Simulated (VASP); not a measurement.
# In (R-3m) in VASP: a series of runs, part 2 of 2

VASP 6.6.1. The steps go on from the part before.

## Step 3: Single point, PBE (strained and its atoms moved)

INCAR

```
PREC = Accurate
ENCUT = 520
EDIFF = 1E-6
ISMEAR = 0
SIGMA = 0.1
LREAL = F
LASPH = T
NELM = 80
ALGO = Fast
ISIF = 2
LWAVE = F
LCHARG = T
GGA = PE
LELF = T
LVHAR = T
NBANDS = 26
```

KPOINTS

```
Automatic mesh
0
Gamma
  15 15 15
```

POSCAR

```
In
1.0
    1.6377968425      0.9455824479      8.7896186183
   -1.6377968425      0.9455824479      8.7896186183
    0.0000000000     -1.8911648958      8.7896186183
In
3
Direct
    0.0000000000      0.0000000000      0.0000000000
    0.7705510743      0.7705510743      0.7705510743
    0.2294489257      0.2294489257      0.2294489257
```

Potentials or basis: VASP PAW PBE potentials, release 64 (In_d).

On the command line:

```sh
cat potpaw_PBE.64/In_d/POTCAR > POTCAR
mpirun -np 1 vasp_std > vasp.out
```

OUTCAR:

```text
PREC = Accurate
   ENCUT = 520
   EDIFF = 1E-6
   ISMEAR = 0
   LREAL = F
   LASPH = T
   NELM = 80
   ISIF = 2
   GGA = PE

 ion  position               nearest neighbor table
   1  0.000  0.000  0.000-   2 3.33   2 3.33   3 3.33   3 3.33   2 3.33   3 3.33
   2  0.771  0.771  0.771-   1 3.33   1 3.33   1 3.33   3 3.81   3 3.81   3 3.81
   3  0.229  0.229  0.229-   1 3.33   1 3.33   1 3.33   2 3.81   2 3.81   2 3.81

  LATTYP: Found a trigonal (rhomboedric) cell.
 ALAT       =     8.9907674933
 COS(alpha) =     0.9336323376

  Lattice vectors:

 A1 = (   1.6377968425,   0.9455824479,   8.7896186183)
 A2 = (  -1.6377968425,   0.9455824479,   8.7896186183)
 A3 = (   0.0000000000,  -1.8911648958,   8.7896186183)

Analysis of symmetry for initial positions (statically):
=====================================================================
 Subroutine PRICEL returns:
 Original cell was already a primitive cell.

 Routine SETGRP: Setting up the symmetry group for a
 trigonal (rhombohedral) supercell.

 Subroutine GETGRP returns: Found 12 space group operations
 (whereof 12 operations were pure point group operations)
 out of a pool of 12 trial point group operations.

The static configuration has the point symmetry D_3d.

Analysis of symmetry for dynamics (positions and initial velocities):
=====================================================================
 Subroutine PRICEL returns:
 Original cell was already a primitive cell.

 Routine SETGRP: Setting up the symmetry group for a
 trigonal (rhombohedral) supercell.

 Subroutine GETGRP returns: Found 12 space group operations
 (whereof 12 operations were pure point group operations)
 out of a pool of 12 trial point group operations.

The dynamic configuration has the point symmetry D_3d.

 Subroutine INISYM returns: Found 12 space group operations
 (whereof 12 operations are pure point group operations),
 and found     1 'primitive' translations

[... 117 lines left out ...]
  volume/ion in A,a.u.               =      27.22       183.72
  Fermi-wavevector in a.u.,A,eV,Ry     =   1.279586  2.418067 22.277366  1.637340
  Thomas-Fermi vector in A             =   2.412063
   LORBIT       =      0    0 simple, 1 ext, 2 COOP (PROOUT), +10 PAW based schemes
   GGA     = PE    functional components
   LHFCALC =     F    Hartree Fock is set to
   AEXX    =    0.0000 exact exchange contribution
   IVDW    =     0    specifies the selected vdW correction
   LEPSILON=     F    determine dielectric tensor
   LRPA    =     F    only Hartree local field effects (RPA)
 non-spin polarized calculation
 RMM-DIIS sequential band-by-band and
 Gauss-broadening in eV      SIGMA  =   0.10
  energy-cutoff  :      520.00
  volume of cell :       81.67
 maximum number of plane-waves:      2227
 NGX is ok and might be reduce to    70
   NGX = 33   NGY = 33   NGZ = 33

 number of electron      39.0000000 magnetization

 Free energy of the ion-electron system (eV)
  ---------------------------------------------------
  ext. energy  EPLUGINS =         0.00000000
  ---------------------------------------------------
  free energy    TOTEN  =        -7.57485843 eV

  energy without entropy =       -7.56775222  energy(sigma->0) =       -7.57130532

 E-fermi :   7.0779     XC(G=0): -10.0411

 val. band max:        7.0722208960   @ k =  -0.2000   0.4667   0.0667
 cond. band min:       7.0816942400   @ k =  -0.4667   0.1333   0.0667
 fundamental gap:      0.0094733441
 Fermi energy:         7.0778568766

 k-point     1 :       0.0000    0.0000    0.0000
  band No.  band energies     occupation
      1      -7.6506      2.00000
      2      -7.6019      2.00000
      3      -7.5951      2.00000
      4      -7.5693      2.00000
      5      -7.5693      2.00000
      6      -7.5306      2.00000
[... 685 lines left out ...]
     25      15.2705      0.00000
     26      15.8339      0.00000

 [... further k-points ...]

------------------------ aborting loop because EDIFF is reached ----------------------------------------

  FORCE on cell =-STRESS in cart. coord.  units (eV):
  Direction    XX          YY          ZZ          XY          YZ          ZX
  --------------------------------------------------------------------------------------
  -------------------------------------------------------------------------------------
  Total        0.8569878      0.8569878      0.2659328      0.0000000     -0.0000000      0.0000000
  in kB       16.8114239     16.8114239      5.2167712      0.0000000     -0.0000000      0.0000000
  external PRESSURE =      12.9465396 kB  Pullay stress =       0.0000000 kB

 VOLUME and BASIS-vectors are now :
 -----------------------------------------------------------------------------
  energy-cutoff  :      520.00
  volume of cell :       81.67
      direct lattice vectors                 reciprocal lattice vectors
     1.637796843  0.945582448  8.789618618     0.305288169  0.176258207  0.037923526
    -1.637796843  0.945582448  8.789618618    -0.305288169  0.176258207  0.037923526
     0.000000000 -1.891164896  8.789618618     0.000000000 -0.352516414  0.037923526

 POSITION                                       TOTAL-FORCE (eV/Angst)
 -----------------------------------------------------------------------------------
      0.00000      0.00000      0.00000         0.000000      0.000000      0.000000
      0.00000      0.00000     20.31855         0.000000      0.000000      0.318409
      0.00000      0.00000      6.05031         0.000000     -0.000000     -0.318409
 -----------------------------------------------------------------------------------
    total drift:                                0.000000     -0.000000     -0.000000

  FREE ENERGIE OF THE ION-ELECTRON SYSTEM (eV)
  ---------------------------------------------------
  free  energy   TOTEN  =        -7.5748584265 eV

  energy  without entropy=       -7.5677522167  energy(sigma->0) =       -7.57130532
```

stdout:

```text
POSCAR found type information on POSCAR In
 POSCAR found :  1 types and       3 ions
 scaLAPACK will be used
 LDA part: xc-table for (Slater+PW92), standard interpolation
 POSCAR, INCAR and KPOINTS ok, starting setup
 FFT: planning ... GRIDC
 FFT: planning ... GRID_SOFT
 FFT: planning ... GRID
 WAVECAR not read
 entering main loop
WARNING in EDDRMM: call to ZHEGV failed, returncode =   6  3     24
WARNING in EDDRMM: call to ZHEGV failed, returncode =   8  4     25
WARNING in EDDRMM: call to ZHEGV failed, returncode =   8  4     24
```

It took 50 min on 1 thread of Intel Xeon 6975P-C (Granite Rapids), shared host; peak memory 1 GiB.

What came out:

```
Free energy            : -7.5749 eV
Pressure               : 1.3 GPa
Largest force          : 0.318 eV/Å
Band gap on the k mesh : zero (an odd number of electrons rules out a gap without spin polarisation)
```

Forces on the atoms (eV/Å):
```
In   0.000  0.000  0.000
In   0.000  0.000  0.318
In   0.000  0.000 -0.318
```

Levels at points of the mesh, in eV from the Fermi level:
| k point | band 15 | band 16 | band 17 | band 18 | band 19 | band 20 | band 21 | band 22 | band 23 | band 24 |
| --- | --- | --- | --- | --- | --- | --- | --- | --- | --- | --- |
| (0.00, 0.00, 0.00) | -14.35 | -9.44 | -7.58 | -6.71 | -0.77 | -0.04 | 8.47 | 9.34 | 9.34 | 9.80 |

Caveat: the cell differs from its parent crystal (strained and its atoms moved); spin-orbit coupling is left out, which moves the levels of the heavy elements.
